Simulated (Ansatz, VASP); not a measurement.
# Ti in VASP and in Ansatz

```
Ti
1.0
     0.00000    2.83646    2.83646
     2.83646    0.00000    2.83646
     2.83646    2.83646    0.00000
Ti
2
Direct
  0.25000 0.25000 0.25000
  0.00000 0.00000 0.00000
```

Alike in both runs: functional PBE; k mesh 10 × 10 × 10; occupations gaussian, width 0.1 eV; no spin polarisation.

Ansatz relaxed the structure, and its values are those at the end. VASP's run is a single point on that final structure, the one shown.

```csv
,VASP,Ansatz
version,VASP 6.6.1,Ansatz 0.2.0
potentials or method,"VASP PAW PBE potentials, release 64 (Ti_sv), cutoff 500 eV","scalar-relativistic, plane waves, PAW"
valence electrons in the cell,24,24
```

```csv
,VASP,Ansatz,Ansatz less VASP
gap on the k mesh at the Fermi level (eV),none,none,-
pressure (GPa),0.1,0.1,+0.02
```

A gap of «none» marks a metal or a gap that the smearing closes. The functional is the same, so the differences come from potentials, cutoffs and numerics.
